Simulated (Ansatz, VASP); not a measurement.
One calculation of ZnCdO, two programs

```
Zn Cd O
1.0
     3.50042    0.00000    0.00000
     0.00000    3.50042    0.00000
     0.00000    0.00000   10.72399
Zn Cd O
2 2 2
Cartesian
  1.7502 1.7502 0.0000
  1.7502 1.7502 5.3620
  0.0000 0.0000 2.6810
  0.0000 0.0000 8.0430
  0.0000 1.7502 0.0000
  1.7502 0.0000 5.3620
```

Change from the starting cell: species swapped into the CaNiN type (P4_2/mmc, No. 131).

Alike in both runs: functional PBE; k mesh 10 × 10 × 4; occupations gaussian, width 0.1 eV; no spin polarisation.

Ansatz relaxed the structure, and its values are those at the end. VASP's run is a single point on that final structure, the one shown.

|  | VASP | Ansatz |
| --- | --- | --- |
| version | VASP 6.6.1 | Ansatz 0.2.0 |
| potentials or method | VASP PAW PBE potentials, release 64 (Zn, Cd, O), cutoff 520 eV | scalar-relativistic, plane waves, PAW |
| valence electrons in the cell | 60 | 76 |

```csv
,VASP,Ansatz,Ansatz less VASP
gap on the k mesh at the Fermi level (eV),none,none,-
pressure (GPa),0.5,0.0,-0.53
```

A gap of «none» marks a metal or a gap that the smearing closes. VASP's potentials hold 60 valence electrons a cell and Ansatz's 76, so a difference there can come from the potentials and not from the codes.
